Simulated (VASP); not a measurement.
# Ru (P6_3/mmc) in VASP: notebook

Ru is run at these levels: BHLYP, PBE-based screened hybrid with 25 % exact exchange, LDA; tasks: single point.

All numbers are computed with VASP 6.6.1; they aren't measurements. Logs are shortened: lines on timing, memory, paths and dates and some standing lists are left out, and cuts for length are marked.

**1. The cell of the first run**

The structure is hexagonal, space group P6_3/mmc (No. 194). Conventional cell: a = 2.651 Å, b = 2.651 Å, c = 4.194 Å, α = 90.00°, β = 90.00°, γ = 120.00°. Within 3.4 Å of Ru (site symmetry -6m2) lie 12 Ru at 2.60 to 2.65 Å.

**2. Single point, BHLYP**

The input, POSCAR:

```
Ru
1.0
    2.6505640930      0.0000000000      0.0000000000
   -1.3252820465      2.2954558389      0.0000000000
    0.0000000000      0.0000000000      4.1944897589
Ru
2
Direct
    0.6666666667      0.3333333333      0.7500000000
    0.3333333333      0.6666666667      0.2500000000
```

The input, INCAR.step1:

```
SYSTEM = Ru
PREC = Accurate
ENCUT = 520
EDIFF = 1E-5
ISMEAR = -1
SIGMA = 0.05
LREAL = .FALSE.
LASPH = .TRUE.
NELM = 80
ALGO = Normal
ISIF = 2
LWAVE = .TRUE.
LCHARG = .FALSE.
GGA = PE
NBANDS = 21
```

The input, INCAR.step2:

```
SYSTEM = Ru
PREC = Accurate
ENCUT = 520
EDIFF = 1E-6
ISMEAR = -1
SIGMA = 0.05
LREAL = .FALSE.
LASPH = .TRUE.
NELM = 80
ALGO = Normal
ISIF = 2
LWAVE = .FALSE.
LCHARG = .FALSE.
GGA = B5
LHFCALC = .TRUE.
AEXX = 0.5
ALDAX = 0.5
AGGAX = 0.5
AGGAC = 1.0
ALDAC = 0.0
PRECFOCK = Normal
ISTART = 1
NBANDS = 21
```

The input, KPOINTS:

```
Automatic mesh
0
G
  6 6 3
  0 0 0
```

Potentials or basis: VASP PAW PBE potentials, release 64 (Ru_pv).

The run is started by

```sh
$ cat potpaw_PBE.64/Ru_pv/POTCAR > POTCAR
$ cp INCAR.step1 INCAR
$ mpirun -np 1 vasp_std > vasp.out
$ cp INCAR.step2 INCAR
$ mpirun -np 1 vasp_std > vasp.out
```

OUTCAR:

```text
SYSTEM = Ru
   PREC = Accurate
   ENCUT = 520
   EDIFF = 1E-6
   ISMEAR = -1
   LREAL = .FALSE.
   LASPH = .TRUE.
   NELM = 80
   ISIF = 2
   GGA = B5
   LHFCALC = .TRUE.
   AEXX = 0.5
   PRECFOCK = Normal
   ISTART = 1

 ion  position               nearest neighbor table
   1  0.667  0.333  0.750-   2 2.60   2 2.60   2 2.60   2 2.60   2 2.60   2 2.60
   2  0.333  0.667  0.250-   1 2.60   1 2.60   1 2.60   1 2.60   1 2.60   1 2.60

  LATTYP: Found a hexagonal cell.
 ALAT       =     2.6505640930
 C/A-ratio  =     1.5824894670

  Lattice vectors:

 A1 = (   2.6505640930,   0.0000000000,   0.0000000000)
 A2 = (  -1.3252820465,   2.2954558389,   0.0000000000)
 A3 = (   0.0000000000,   0.0000000000,   4.1944897589)

Analysis of symmetry for initial positions (statically):
=====================================================================
 Subroutine PRICEL returns:
 Original cell was already a primitive cell.

 Routine SETGRP: Setting up the symmetry group for a
 hexagonal supercell.

 Subroutine GETGRP returns: Found 24 space group operations
 (whereof 12 operations were pure point group operations)
 out of a pool of 24 trial point group operations.

The static configuration has the point symmetry D_3d.
 The point group associated with its full space group is D_6h.

Analysis of symmetry for dynamics (positions and initial velocities):
=====================================================================
 Subroutine PRICEL returns:
 Original cell was already a primitive cell.

 Routine SETGRP: Setting up the symmetry group for a
 hexagonal supercell.

 Subroutine GETGRP returns: Found 24 space group operations
 (whereof 12 operations were pure point group operations)
 out of a pool of 24 trial point group operations.

The dynamic configuration has the point symmetry D_3d.
 The point group associated with its full space group is D_6h.

 Subroutine INISYM returns: Found 24 space group operations
 (whereof 12 operations are pure point group operations),
 and found     1 'primitive' translations

----------------------------------------------------------------------------------------

                                     Primitive cell

  volume of cell :      25.5203

  direct lattice vectors                    reciprocal lattice vectors
     2.650564093  0.000000000  0.000000000     0.377278181  0.217821659  0.000000000
    -1.325282046  2.295455839  0.000000000     0.000000000  0.435643319  0.000000000
     0.000000000  0.000000000  4.194489759     0.000000000  0.000000000  0.238408020

  length of vectors
     2.650564093  2.650564093  4.194489759     0.435643319  0.435643319  0.238408020

  position of ions in fractional coordinates (direct lattice)
     0.666666667  0.333333333  0.750000000
     0.333333333  0.666666667  0.250000000

  ion indices of the primitive-cell ions
   primitive index   ion index
                 1           1
                 2           2

----------------------------------------------------------------------------------------

 KPOINTS: Automatic mesh

Automatic generation of k-mesh.
 Grid dimensions read from file:
 generate k-points for:    6    6    3

 Generating k-lattice:

  Cartesian coordinates                     Fractional coordinates (reciprocal lattice)
     0.062879697  0.036303610  0.000000000     0.166666667  0.000000000  0.000000000
     0.000000000  0.072607220  0.000000000     0.000000000  0.166666667  0.000000000
     0.000000000  0.000000000  0.079469340     0.000000000  0.000000000  0.333333333

  Length of vectors
     0.072607220  0.072607220  0.079469340

  Shift w.r.t. Gamma in fractional coordinates (k-lattice)
     0.000000000  0.000000000  0.000000000

 Subroutine IBZKPT returns following result:
 ===========================================

 Found     14 irreducible k-points:

 Following reciprocal coordinates:
            Coordinates               Weight
  0.000000  0.000000  0.000000      1.000000
  0.166667  0.000000  0.000000      6.000000
  0.333333 -0.000000  0.000000      6.000000
  0.500000  0.000000  0.000000      3.000000
  0.166667  0.166667  0.000000      6.000000
  0.333333  0.166667  0.000000     12.000000
  0.333333  0.333333  0.000000      2.000000
  0.000000  0.000000  0.333333      2.000000
  0.166667  0.000000  0.333333     12.000000
  0.333333 -0.000000  0.333333     12.000000
  0.500000  0.000000  0.333333      6.000000
  0.166667  0.166667  0.333333     12.000000
  0.333333  0.166667  0.333333     24.000000
  0.333333  0.333333  0.333333      4.000000
   k-points           NKPTS =     14   k-points in BZ     NKDIM =    108   number of bands    NBANDS=     21
   number of dos      NEDOS =    301   number of ions     NIONS =      2
   total plane-waves  NPLWV =  12800
   dimension x,y,z NGX =    20 NGY =   20 NGZ =   32
   dimension x,y,z NGXF=    40 NGYF=   40 NGZF=   64
   ions per type =               2
   NGX,Y,Z   is equivalent  to a cutoff of  12.54, 12.54, 12.68 a.u.
   NGXF,Y,Z  is equivalent  to a cutoff of  25.09, 25.09, 25.37 a.u.
 SYSTEM =  Ru
   PREC   = accura    normal or accurate (medium, high low for compatibility)
   ISTART =      1    job   : 0-new  1-cont  2-samecut
   ICHARG =      0    charge: 1-file 2-atom 10-const
   ISPIN  =      1    spin polarized calculation?
   LNONCOLLINEAR =      F non collinear calculations
   LSORBIT =      F    spin-orbit coupling
   LASPH  =      T    aspherical Exc in radial PAW
   ENCUT  =  520.0 eV  38.22 Ry    6.18 a.u.   4.93  4.93  7.80*2*pi/ulx,y,z
   NELM   =     80;   NELMIN=  2; NELMDL=  0     # of ELM steps
   EDIFF  = 0.1E-05   stopping-criterion for ELM
   LREAL  =      F    real-space projection
   EDIFFG = 0.1E-04   stopping-criterion for IOM
   NSW    =      0    number of steps for IOM
   IBRION =     -1    ionic relax: 0-MD 1-quasi-New 2-CG
   NFREE  =      0    steps in history (QN), initial steepest desc. (CG)
   ISIF   =      2    stress and relaxation
   ISYM   =      3    0-nonsym 1-usesym 2-fastsym
   POTIM  = 0.5000    time-step for ionic-motion
   TEBEG  =    0.0;   TEEND  =   0.0 temperature during run
   PSTRESS=    0.0 pullay stress
   NELECT =      28.0000    total number of electrons
   NUPDOWN=      -1.0000    fix difference up-down
   EMIN   =  10.00;   EMAX   =-10.00  energy-range for DOS
   EFERMI =   0.00;   METHOD = LEGACY
   ISMEAR =    -1;   SIGMA  =   0.05  broadening in eV -4-tet -1-fermi 0-gaus
   EFERMI_NEDOS =   21; number of points for ismear=-14 and -15
   IALGO  =     38    algorithm
   IMIX   =      1    mixing-type and parameters
     AMIX     =   0.40;   BMIX     =  1.00
     AMIX_MAG =   1.60;   BMIX_MAG =  1.00
  volume/ion in A,a.u.               =      12.76        86.11
  Fermi-wavevector in a.u.,A,eV,Ry     =   1.688491  3.190785 38.790228  2.851001
  Thomas-Fermi vector in A             =   2.770788
   LORBIT       =      0    0 simple, 1 ext, 2 COOP (PROOUT), +10 PAW based schemes
   GGA     = B5    functional components
   LHFCALC =     T    Hartree Fock is set to
   PRECFOCK=normal    Normal, Fast or Accurate (Low or Medium for compatibility)
   ENCUT4O =  -1.0   cutoff for four orbital integrals eV
   NKREDX  =     1    reduce k-point grid by
   NKREDY  =     1    reduce k-point grid by
   NKREDZ  =     1    reduce k-point grid by
   AEXX    =    0.5000 exact exchange contribution
   HFSCREEN=    0.0000 screening length (either q_TF or 0.3 A-1)
   HFSCREENC=   0.0000 screening length for correlation (either q_TF or 0.3 A-1)
   ENCUTFOCK=  -1.0 apply spherical cutoff to Coloumb kernel
   IVDW    =     0    specifies the selected vdW correction
   LEPSILON=     F    determine dielectric tensor
   LRPA    =     F    only Hartree local field effects (RPA)
 non-spin polarized calculation
  energy-cutoff  :      520.00
  volume of cell :       25.52
 maximum number of plane-waves:       699
 NGX is ok and might be reduce to    20
  NGX = 16; NGY = 16; NGZ = 24

 number of electron      27.9999993 magnetization

 Free energy of the ion-electron system (eV)
  ---------------------------------------------------
  ext. energy  EPLUGINS =         0.00000000
  ---------------------------------------------------
  free energy    TOTEN  =       -26.31651710 eV

  energy without entropy =      -26.31651608  energy(sigma->0) =      -26.31651659

 E-fermi :  13.8802     XC(G=0):  -7.5282

 val. band max:       13.2878920754   @ k =   0.1667   0.1667   0.0000
 cond. band min:      14.4729026929   @ k =   0.5000   0.0000   0.3333
 fundamental gap:      1.1850106175
 Fermi energy:        13.8801974217

 k-point     1 :       0.0000    0.0000    0.0000
  band No.  band energies     occupation
      1     -37.1209      2.00000
      2     -35.6299      2.00000
      3     -35.6299      2.00000
      4     -35.3589      2.00000
      5     -35.3589      2.00000
      6     -35.2917      2.00000
[... 13 lines left out ...]
     20      32.6100      0.00000
     21      32.6479      0.00000

 k-point     2 :       0.1667    0.0000    0.0000
  band No.  band energies     occupation
      1     -36.9713      2.00000
      2     -35.9330      2.00000
      3     -35.7291      2.00000
      4     -35.6719      2.00000
      5     -35.4030      2.00000
      6     -35.3703      2.00000
[... 13 lines left out ...]
     20      32.6374      0.00000
     21      32.6460      0.00000

 k-point     3 :       0.3333   -0.0000    0.0000
  band No.  band energies     occupation
      1     -36.6167      2.00000
      2     -36.5348      2.00000
      3     -36.2553      2.00000
      4     -35.9186      2.00000
      5     -35.5858      2.00000
      6     -35.4995      2.00000
[... 13 lines left out ...]
     20      29.5856      0.00000
     21      32.6376      0.00000
[... 217 lines left out ...]
 k-point    13 :       0.3333    0.1667    0.3333
  band No.  band energies     occupation
      1     -36.8487      2.00000
      2     -36.7091      2.00000
      3     -36.1509      2.00000
      4     -35.9410      2.00000
      5     -35.7901      2.00000
      6     -35.6020      2.00000
[... 13 lines left out ...]
     20      30.9008      0.00000
     21      31.9371      0.00000

 k-point    14 :       0.3333    0.3333    0.3333
  band No.  band energies     occupation
      1     -36.6667      2.00000
      2     -36.6667      2.00000
      3     -36.4747      2.00000
      4     -36.1815      2.00000
      5     -35.6859      2.00000
      6     -35.6859      2.00000
[... 13 lines left out ...]
     20      30.2735      0.00000
     21      30.3406      0.00000

------------------------ aborting loop because EDIFF is reached ----------------------------------------

  FORCE on cell =-STRESS in cart. coord.  units (eV):
  Direction    XX          YY          ZZ          XY          YZ          ZX
  --------------------------------------------------------------------------------------
  -------------------------------------------------------------------------------------
  Total        3.3960453      3.3960453      1.5883940      0.0000000     -0.0000000      0.0000000
  in kB      213.2051404    213.2051404     99.7200352      0.0000000     -0.0000000      0.0000000
  external PRESSURE =     175.3767720 kB  Pullay stress =       0.0000000 kB

 VOLUME and BASIS-vectors are now :
 -----------------------------------------------------------------------------
  energy-cutoff  :      520.00
  volume of cell :       25.52
      direct lattice vectors                 reciprocal lattice vectors
     2.650564093  0.000000000  0.000000000     0.377278181  0.217821659  0.000000000
    -1.325282046  2.295455839  0.000000000     0.000000000  0.435643319  0.000000000
     0.000000000  0.000000000  4.194489759     0.000000000  0.000000000  0.238408020

 POSITION                                       TOTAL-FORCE (eV/Angst)
 -----------------------------------------------------------------------------------
      1.32528      0.76515      3.14587        -0.000000     -0.000000     -0.000000
     -0.00000      1.53030      1.04862         0.000000      0.000000      0.000000
 -----------------------------------------------------------------------------------
    total drift:                               -0.000000      0.000000     -0.000002

  FREE ENERGIE OF THE ION-ELECTRON SYSTEM (eV)
  ---------------------------------------------------
  free  energy   TOTEN  =       -26.3165171041 eV

  energy  without entropy=      -26.3165160792  energy(sigma->0) =      -26.31651659
```

Run time: 29 min. Hardware: 1 thread of Intel Xeon Platinum 8375C at 2.90GHz (Ice Lake), shared host; peak memory 0.16 GiB.

Results:

* Free energy: -26.3165 eV
* Pressure: 17.5 GPa
* Band gap on the k mesh: zero (bands 14 and 15 overlap by 6.42 eV)

Stress tensor (GPa, compression positive):
```
21.32  0.00  0.00
 0.00 21.32  0.00
 0.00  0.00  9.97
```

Caveat: the k points lie up to 0.50 Å⁻¹ apart, too coarse for converged energies and pressures of a metal; the PAW data sets were made with another functional, which shifts forces and pressure a little.

**3. Single point, BHLYP**

This run uses another cell than the first one, of 13.03 Å³/atom.

The input, POSCAR:

```
Ru
1.0
    2.6692306523      0.0000000000      0.0000000000
   -1.3346153261      2.3116215535      0.0000000000
    0.0000000000      0.0000000000      4.2240293924
Ru
2
Direct
    0.6666666667      0.3333333333      0.7500000000
    0.3333333333      0.6666666667      0.2500000000
```

The input, INCAR.step1:

```
ALGO = Normal
EDIFF = 1E-5
ENCUT = 520
GGA = PE
ISIF = 2
ISMEAR = -1
LASPH = True
LREAL = False
LWAVE = True
NBANDS = 21
NELM = 80
PREC = Accurate
SIGMA = 0.05
```

The input, INCAR.step2:

```
AEXX = 0.5
AGGAC = 1.0
AGGAX = 0.5
ALDAC = 0.0
ALDAX = 0.5
ALGO = Normal
EDIFF = 1E-6
ENCUT = 520
GGA = B5
ISIF = 2
ISMEAR = -1
ISTART = 1
LASPH = True
LCHARG = True
LELF = True
LHFCALC = True
LREAL = False
LVHAR = True
LWAVE = False
NBANDS = 21
NELM = 80
PREC = Accurate
PRECFOCK = Normal
SIGMA = 0.05
```

The input, KPOINTS:

```
k-points
0
Gamma
  6 6 3
```

Potentials or basis: VASP PAW PBE potentials, release 64 (Ru_pv).

The run is started by

```sh
$ cat potpaw_PBE.64/Ru_pv/POTCAR > POTCAR
$ cp INCAR.step1 INCAR
$ mpirun -np 1 vasp_std > vasp.out
$ cp INCAR.step2 INCAR
$ mpirun -np 1 vasp_std > vasp.out
```

Run time: 25 min. Hardware: 1 thread of Intel Xeon Platinum 8375C at 2.90GHz (Ice Lake), shared host; peak memory 0.16 GiB.

The run converged. Its results:

- Free energy: -26.3610 eV
- Pressure: 8.4 GPa
- Band gap on the k mesh: zero (bands 14 and 15 overlap by 6.31 eV)

Stress tensor (GPa, compression positive):
```
12.14  0.00  0.00
 0.00 12.14  0.00
 0.00  0.00  0.79
```

Levels at points of the mesh, in eV from the Fermi level:
```tsv
k point	band 10	band 11	band 12	band 13	band 14	band 15	band 16	band 17	band 18	band 19
(0.00, 0.00, 0.00)	-4.62	-4.14	-3.77	-3.77	-3.20	-3.20	2.46	2.46	2.48	14.25
(0.50, 0.00, 0.00)	-5.42	-3.83	-2.80	-2.80	3.01	3.40	3.58	6.58	9.11	14.72
```

Caveat: the k points lie up to 0.50 Å⁻¹ apart, too coarse for converged energies and pressures of a metal; the PAW data sets were made with another functional, which shifts forces and pressure a little.

**4. Single point, PBE-based screened hybrid with 25 % exact exchange**

The input, POSCAR:

```
Ru
1.0
    2.6505640930      0.0000000000      0.0000000000
   -1.3252820465      2.2954558389      0.0000000000
    0.0000000000      0.0000000000      4.1944897589
Ru
2
Direct
    0.6666666667      0.3333333333      0.7500000000
    0.3333333333      0.6666666667      0.2500000000
```

The input, INCAR.step1:

```
SYSTEM = Ru
ALGO     = Normal         ! electronic algorithm
EDIFF    = 1E-5           ! SCF threshold, eV
ENCUT    = 520            ! plane-wave cutoff, eV
GGA      = PE             ! functional
ISIF     = 2              ! what is computed and relaxed
ISMEAR   = -1             ! smearing method
LASPH    = .True.         ! aspherical terms in the spheres
LCHARG   = .False.        ! write CHGCAR
LREAL    = .False.        ! projectors in reciprocal space
LWAVE    = .True.         ! write WAVECAR
NBANDS   = 21             ! bands
NELM     = 100            ! most SCF steps
PREC     = Accurate       ! precision mode
SIGMA    = 0.05           ! smearing width, eV
```

The input, INCAR.step2:

```
SYSTEM = Ru
AEXX     = 0.25           ! exact-exchange fraction
ALGO     = Normal         ! electronic algorithm
EDIFF    = 1E-6           ! SCF threshold, eV
ENCUT    = 520            ! plane-wave cutoff, eV
GGA      = PE             ! functional
HFSCREEN = 0.3            ! screening, 1/A
ISIF     = 2              ! what is computed and relaxed
ISMEAR   = -1             ! smearing method
ISTART   = 1            
LASPH    = .True.         ! aspherical terms in the spheres
LCHARG   = .False.        ! write CHGCAR
LHFCALC  = .True.         ! exact exchange
LREAL    = .False.        ! projectors in reciprocal space
LWAVE    = .False.        ! write WAVECAR
NBANDS   = 21             ! bands
NELM     = 100            ! most SCF steps
PREC     = Accurate       ! precision mode
PRECFOCK = Normal       
SIGMA    = 0.05           ! smearing width, eV
```

The input, KPOINTS:

```
k-points
0
Gamma
  6 6 3
  0 0 0
```

The run is started by

```sh
$ cat potpaw_PBE.64/Ru_pv/POTCAR > POTCAR
$ cp INCAR.step1 INCAR
$ mpirun -np 1 vasp_std > vasp.out
$ cp INCAR.step2 INCAR
$ mpirun -np 1 vasp_std > vasp.out
```

It took 12 min on 1 thread of Intel Xeon Platinum 8488C (Sapphire Rapids), shared host; peak memory 0.25 GiB.

The run converged. Its results:

```
Free energy            : -20.8960 eV
Pressure               : 16.2 GPa
Band gap on the k mesh : zero (bands 14 and 15 overlap by 3.90 eV)
```

Stress tensor (GPa, compression positive):
```
18.53  0.00  0.00
 0.00 18.53  0.00
 0.00  0.00 11.61
```

Levels at points of the mesh, in eV from the Fermi level:
```tsv
k point	band 11	band 12	band 13	band 14	band 15	band 16	band 17	band 18
(0.00, 0.00, 0.00)	-2.95	-2.44	-2.44	-1.85	-1.85	1.49	1.49	1.50
(0.50, 0.00, 0.00)	-2.58	-2.03	-1.81	1.87	2.37	2.38	4.99	7.34
```

Caveat: the k points lie up to 0.50 Å⁻¹ apart, too coarse for converged energies and pressures of a metal; the PAW data sets were made with another functional, which shifts forces and pressure a little.

(Continued in part 2 of 2.)
